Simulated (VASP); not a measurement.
# LiF (rocksalt type) (Fm-3m) in VASP: a series of runs, part 2 of 3

VASP 6.6.1.

### Step 3. Electric field gradients, PBE (8.21 Å³/atom)

This run uses another cell than the first one, of 8.21 Å³/atom.

The input, INCAR:

```
PREC     = Accurate       # precision mode
ENCUT    = 520            # plane-wave cutoff, eV
EDIFF    = 1E-8           # SCF threshold, eV
ISMEAR   = -1             # smearing method
SIGMA    = 0.03           # smearing width, eV
LREAL    = False          # projectors in reciprocal space
LASPH    = True           # aspherical terms in the spheres
NELM     = 80             # most SCF steps
ALGO     = Normal         # electronic algorithm
ISIF     = 2              # what is computed and relaxed
LWAVE    = False          # write WAVECAR
LCHARG   = False          # write CHGCAR
GGA      = PE             # functional
LEFG     = True         
NBANDS   = 12             # bands
```

The input, KPOINTS:

```
regular mesh
0
Gamma
  14 14 14
```

The input, POSCAR:

```
LiF
1.0
    0.0000000000      2.0169582411      2.0169582411
    2.0169582411      0.0000000000      2.0169582411
    2.0169582411      2.0169582411      0.0000000000
Li F
1 1
Direct
    0.0000000000      0.0000000000      0.0000000000
    0.5000000000      0.5000000000      0.5000000000
```

Potentials or basis: VASP PAW PBE potentials, release 64 (Li_sv, F).

Started as:

```sh
$ cat potpaw_PBE.64/Li_sv/POTCAR potpaw_PBE.64/F/POTCAR > POTCAR
$ mpirun -np 1 vasp_std > vasp.out
```

OUTCAR:

```text
PREC = Accurate
   ENCUT = 520
   EDIFF = 1E-8
   ISMEAR = -1
   LREAL = False
   LASPH = True
   NELM = 80
   ISIF = 2
   GGA = PE

 ion  position               nearest neighbor table
   1  0.000  0.000  0.000-   2 2.02   2 2.02   2 2.02   2 2.02   2 2.02   2 2.02
   2  0.500  0.500  0.500-   1 2.02   1 2.02   1 2.02   1 2.02   1 2.02   1 2.02

  LATTYP: Found a face centered cubic cell.
 ALAT       =     4.0339164822

  Lattice vectors:

 A1 = (   0.0000000000,   2.0169582411,   2.0169582411)
 A2 = (   2.0169582411,   0.0000000000,   2.0169582411)
 A3 = (   2.0169582411,   2.0169582411,   0.0000000000)

Analysis of symmetry for initial positions (statically):
=====================================================================
 Subroutine PRICEL returns:
 Original cell was already a primitive cell.

 Routine SETGRP: Setting up the symmetry group for a
 face centered cubic supercell.

[... 550 lines left out ...]
  volume of cell :       16.41
      direct lattice vectors                 reciprocal lattice vectors
     0.000000000  2.016958241  2.016958241    -0.247898043  0.247898043  0.247898043
     2.016958241  0.000000000  2.016958241     0.247898043 -0.247898043  0.247898043
     2.016958241  2.016958241  0.000000000     0.247898043  0.247898043 -0.247898043

 POSITION                                       TOTAL-FORCE (eV/Angst)
 -----------------------------------------------------------------------------------
      0.00000      0.00000      0.00000        -0.000000     -0.000000     -0.000000
      2.01696      2.01696      2.01696         0.000000      0.000000      0.000000
 -----------------------------------------------------------------------------------
    total drift:                               -0.000000     -0.000000      0.000000

  FREE ENERGIE OF THE ION-ELECTRON SYSTEM (eV)
  ---------------------------------------------------
  free  energy   TOTEN  =        -9.6384755350 eV

  energy  without entropy=       -9.6384755349  energy(sigma->0) =       -9.63847553

 Electric field gradients (V/A^2)
---------------------------------------------------------------------
 ion       V_xx      V_yy      V_zz      V_xy      V_xz      V_yz
---------------------------------------------------------------------
   1      -0.000    -0.000     0.000    -0.001    -0.001    -0.001
   2       0.000    -0.000     0.000     0.000     0.000     0.000
---------------------------------------------------------------------

 Electric field gradients after diagonalization (V/A^2)
 (convention: |V_zz| > |V_xx| > |V_yy|)
----------------------------------------------------------------------
 ion       V_xx      V_yy      V_zz     asymmetry (V_yy - V_xx)/ V_zz
----------------------------------------------------------------------
   1       0.001     0.001    -0.002       0.000
   2      -0.000    -0.000     0.000       0.000
----------------------------------------------------------------------

           NMR quadrupolar parameters

 Cq : quadrupolar parameter    Cq=e*Q*V_zz/h
 eta: asymmetry parameters     (V_yy - V_xx)/ V_zz
 Q  : nuclear electric quadrupole moment in mb (millibarn)
----------------------------------------------------------------------
 ion       Cq(MHz)       eta       Q (mb)
----------------------------------------------------------------------
   1      -0.000       0.000       1.000
   2       0.000       0.000       1.000
----------------------------------------------------------------------
```

stdout:

```text
POSCAR found type information on POSCAR LiF
 POSCAR found :  2 types and       2 ions
 scaLAPACK will be used
 LDA part: xc-table for (Slater+PW92), standard interpolation
 POSCAR, INCAR and KPOINTS ok, starting setup
 FFT: planning ... GRIDC
 FFT: planning ... GRID_SOFT
 FFT: planning ... GRID
 WAVECAR not read
 entering main loop
ion   1

ion   2
```

It took 39 s on 1 thread of Intel Xeon 8259CL, shared host; peak memory 0.14 GiB.

What came out:

```
Free energy                             : -9.6385 eV
Band gap on the k mesh                  : 9.05 eV
Largest electric field gradient by atom : zero within the noise of the run
```

Caveat: the cutoff is under 1.25 times the usual one of these potentials, so pressure, stress and relaxed cells hold a basis-set (Pulay) error. A k mesh can miss the band edges.

### Step 4. Electric field gradients, PBE

This run uses another cell than the first one, of 8.42 Å³/atom.

The input, INCAR:

```
  ALGO = Normal
  EDIFF = 1E-8
  ENCUT = 520
  GGA = PE
  ISIF = 2
  ISMEAR = -1
  LASPH = True
  LCHARG = False
  LEFG = True
  LREAL = False
  LWAVE = False
  NBANDS = 12
  NELM = 60
  PREC = Accurate
  SIGMA = 0.03
```

The input, KPOINTS:

```
k-points
0
Gamma
  14 14 14
```

The input, POSCAR:

```
LiF
1.0
    0.0000000000      2.0340519226      2.0340519226
    2.0340519226      0.0000000000      2.0340519226
    2.0340519226      2.0340519226      0.0000000000
Li F
1 1
Direct
    0.0000000000      0.0000000000      0.0000000000
    0.5000000000      0.5000000000      0.5000000000
```

Potentials or basis: VASP PAW PBE potentials, release 64 (Li_sv, F).

Started as:

```sh
$ cat potpaw_PBE.64/Li_sv/POTCAR potpaw_PBE.64/F/POTCAR > POTCAR
$ mpirun -np 1 vasp_std > vasp.out
```

OUTCAR:

```text
EDIFF = 1E-8
   ENCUT = 520
   GGA = PE
   ISIF = 2
   ISMEAR = -1
   LASPH = True
   LREAL = False
   NELM = 60
   PREC = Accurate

 ion  position               nearest neighbor table
   1  0.000  0.000  0.000-   2 2.03   2 2.03   2 2.03   2 2.03   2 2.03   2 2.03
   2  0.500  0.500  0.500-   1 2.03   1 2.03   1 2.03   1 2.03   1 2.03   1 2.03

  LATTYP: Found a face centered cubic cell.
 ALAT       =     4.0681038452

  Lattice vectors:

 A1 = (   0.0000000000,   2.0340519226,   2.0340519226)
 A2 = (   2.0340519226,   0.0000000000,   2.0340519226)
 A3 = (   2.0340519226,   2.0340519226,   0.0000000000)

Analysis of symmetry for initial positions (statically):
[... 572 lines left out ...]
  free  energy   TOTEN  =        -9.6408781102 eV

  energy  without entropy=       -9.6408781102  energy(sigma->0) =       -9.64087811

 Electric field gradients (V/A^2)
---------------------------------------------------------------------
 ion       V_xx      V_yy      V_zz      V_xy      V_xz      V_yz
---------------------------------------------------------------------
   1       0.000     0.000     0.000    -0.002    -0.002    -0.002
   2      -0.000     0.000    -0.000    -0.001    -0.001    -0.001
---------------------------------------------------------------------

 Electric field gradients after diagonalization (V/A^2)
 (convention: |V_zz| > |V_xx| > |V_yy|)
----------------------------------------------------------------------
 ion       V_xx      V_yy      V_zz     asymmetry (V_yy - V_xx)/ V_zz
----------------------------------------------------------------------
   1       0.002     0.002    -0.004       0.000
   2       0.001     0.001    -0.002       0.000
----------------------------------------------------------------------

           NMR quadrupolar parameters

 Cq : quadrupolar parameter    Cq=e*Q*V_zz/h
 eta: asymmetry parameters     (V_yy - V_xx)/ V_zz
 Q  : nuclear electric quadrupole moment in mb (millibarn)
----------------------------------------------------------------------
 ion       Cq(MHz)       eta       Q (mb)
----------------------------------------------------------------------
   1      -0.000       0.000       1.000
   2      -0.000       0.000       1.000
----------------------------------------------------------------------
```

OSZICAR:

```text
N       E                     dE             d eps       ncg     rms          rms(c)
DAV:   1     0.315408443997E+02    0.31541E+02   -0.53216E+03  2564   0.838E+02
DAV:   2    -0.908145965971E+01   -0.40622E+02   -0.39799E+02  3024   0.189E+02
DAV:   3    -0.101428043891E+02   -0.10613E+01   -0.10586E+01  3352   0.267E+01
DAV:   4    -0.101526199152E+02   -0.98155E-02   -0.98151E-02  2908   0.273E+00
DAV:   5    -0.101527311578E+02   -0.11124E-03   -0.11124E-03  3216   0.216E-01    0.455E+00
DAV:   6    -0.962953521071E+01    0.52320E+00   -0.25582E+00  2784   0.982E+00    0.141E+00
DAV:   7    -0.963380230094E+01   -0.42671E-02   -0.17401E-02  3412   0.117E+00    0.866E-01
DAV:   8    -0.964075737038E+01   -0.69551E-02   -0.15608E-02  3072   0.129E+00    0.111E-01
DAV:   9    -0.964078831615E+01   -0.30946E-04   -0.90973E-04  2944   0.272E-01    0.435E-02
DAV:  10    -0.964087449869E+01   -0.86183E-04   -0.14270E-04  2868   0.915E-02    0.145E-02
DAV:  11    -0.964087754208E+01   -0.30434E-05   -0.58261E-06  3256   0.229E-02    0.157E-03
DAV:  12    -0.964087804841E+01   -0.50633E-06   -0.52912E-07  2900   0.640E-03    0.946E-04
DAV:  13    -0.964087811994E+01   -0.71529E-07   -0.54050E-08  2968   0.205E-03    0.244E-04
DAV:  14    -0.964087811019E+01    0.97468E-08   -0.25641E-09  2072   0.467E-04
   1 F= -.96408781E+01 E0= -.96408781E+01  d E =-.108548E-10
```

Run time: 36 s. Hardware: 1 thread of Intel Xeon 8259CL, shared host; peak memory 0.14 GiB.

Results:

| Item | Value |
| --- | --- |
| Free energy | -9.6409 eV |
| Band gap on the k mesh | 8.83 eV |
| Largest electric field gradient by atom | zero within the noise of the run |

Caveat: the cutoff is under 1.25 times the usual one of these potentials, so pressure, stress and relaxed cells hold a basis-set (Pulay) error.

### Step 5. Electric field gradients, PBE

This run uses another cell than the first one, of 8.42 Å³/atom.

The input, INCAR:

```
SYSTEM = LiF
PREC     = Accurate       ! precision mode
ENCUT    = 520            ! plane-wave cutoff, eV
EDIFF    = 1E-8           ! SCF threshold, eV
ISMEAR   = -1             ! smearing method
SIGMA    = 0.03           ! smearing width, eV
LREAL    = .FALSE.        ! projectors in reciprocal space
LASPH    = .TRUE.         ! aspherical terms in the spheres
NELM     = 60             ! most SCF steps
ALGO     = Normal         ! electronic algorithm
ISIF     = 2              ! what is computed and relaxed
LWAVE    = .FALSE.        ! write WAVECAR
LCHARG   = .FALSE.        ! write CHGCAR
GGA      = PE             ! functional
LEFG     = .TRUE.       
NBANDS   = 12             ! bands
```

The input, KPOINTS:

```
regular mesh
0
G
  14 14 14
  0 0 0
```

POSCAR is that of step 4.

Potentials or basis: VASP PAW PBE potentials, release 64 (Li_sv, F).

Started as:

```sh
$ cat potpaw_PBE.64/Li_sv/POTCAR potpaw_PBE.64/F/POTCAR > POTCAR
$ mpirun -np 1 vasp_std > vasp.out
```

OUTCAR:

```text
SYSTEM = LiF
   PREC = Accurate
   ENCUT = 520
   EDIFF = 1E-8
   ISMEAR = -1
   LREAL = .FALSE.
   LASPH = .TRUE.
   NELM = 60
   ISIF = 2
   GGA = PE

 ion  position               nearest neighbor table
   1  0.000  0.000  0.000-   2 2.03   2 2.03   2 2.03   2 2.03   2 2.03   2 2.03
   2  0.500  0.500  0.500-   1 2.03   1 2.03   1 2.03   1 2.03   1 2.03   1 2.03

  LATTYP: Found a face centered cubic cell.
 ALAT       =     4.0681038452

  Lattice vectors:

 A1 = (   0.0000000000,   2.0340519226,   2.0340519226)
 A2 = (   2.0340519226,   0.0000000000,   2.0340519226)
 A3 = (   2.0340519226,   2.0340519226,   0.0000000000)

Analysis of symmetry for initial positions (statically):
=====================================================================
 Subroutine PRICEL returns:
 Original cell was already a primitive cell.

 Routine SETGRP: Setting up the symmetry group for a
 face centered cubic supercell.

[... 551 lines left out ...]
      direct lattice vectors                 reciprocal lattice vectors
     0.000000000  2.034051923  2.034051923    -0.245814767  0.245814767  0.245814767
     2.034051923  0.000000000  2.034051923     0.245814767 -0.245814767  0.245814767
     2.034051923  2.034051923  0.000000000     0.245814767  0.245814767 -0.245814767

 POSITION                                       TOTAL-FORCE (eV/Angst)
 -----------------------------------------------------------------------------------
      0.00000      0.00000      0.00000        -0.000000     -0.000000      0.000000
      2.03405      2.03405      2.03405         0.000000      0.000000      0.000000
 -----------------------------------------------------------------------------------
    total drift:                               -0.000000     -0.000000      0.000000

  FREE ENERGIE OF THE ION-ELECTRON SYSTEM (eV)
  ---------------------------------------------------
  free  energy   TOTEN  =        -9.6408781102 eV

  energy  without entropy=       -9.6408781102  energy(sigma->0) =       -9.64087811

 Electric field gradients (V/A^2)
---------------------------------------------------------------------
 ion       V_xx      V_yy      V_zz      V_xy      V_xz      V_yz
---------------------------------------------------------------------
   1       0.000     0.000     0.000    -0.002    -0.002    -0.002
   2      -0.000     0.000    -0.000    -0.001    -0.001    -0.001
---------------------------------------------------------------------

 Electric field gradients after diagonalization (V/A^2)
 (convention: |V_zz| > |V_xx| > |V_yy|)
----------------------------------------------------------------------
 ion       V_xx      V_yy      V_zz     asymmetry (V_yy - V_xx)/ V_zz
----------------------------------------------------------------------
   1       0.002     0.002    -0.004       0.000
   2       0.001     0.001    -0.002       0.000
----------------------------------------------------------------------

           NMR quadrupolar parameters

 Cq : quadrupolar parameter    Cq=e*Q*V_zz/h
 eta: asymmetry parameters     (V_yy - V_xx)/ V_zz
 Q  : nuclear electric quadrupole moment in mb (millibarn)
----------------------------------------------------------------------
 ion       Cq(MHz)       eta       Q (mb)
----------------------------------------------------------------------
   1      -0.000       0.000       1.000
   2      -0.000       0.000       1.000
----------------------------------------------------------------------
```

stdout:

```text
POSCAR found type information on POSCAR LiF
 POSCAR found :  2 types and       2 ions
 scaLAPACK will be used
 LDA part: xc-table for (Slater+PW92), standard interpolation
 POSCAR, INCAR and KPOINTS ok, starting setup
 FFT: planning ... GRIDC
 FFT: planning ... GRID_SOFT
 FFT: planning ... GRID
 WAVECAR not read
 entering main loop
ion   1

ion   2
```

It took 35 s on 1 thread of Intel Xeon 8259CL, shared host; peak memory 0.14 GiB.

What came out:

* Free energy: -9.6409 eV
* Band gap on the k mesh: 8.83 eV
* Largest electric field gradient by atom: zero within the noise of the run

Levels at points of the mesh, in eV from the valence-band top:
```tsv
k point	band 1	band 2	band 3	band 4	band 5	band 6	band 7	band 8	band 9	band 10
(0.00, 0.00, 0.00)	-40.99	-19.89	0.00	0.00	0.00	8.83	23.57	23.57	23.57	24.03
(0.50, 0.00, 0.00)	-40.94	-19.48	-2.43	-0.22	-0.22	10.62	16.39	18.66	18.66	29.83
(0.50, 0.50, 0.00)	-40.92	-19.24	-2.88	-0.96	-0.96	14.53	16.33	17.09	19.89	19.89
```

Caveat: the cutoff is under 1.25 times the usual one of these potentials, so pressure, stress and relaxed cells hold a basis-set (Pulay) error. A k mesh can miss the band edges.

[end of part 2 of 3]
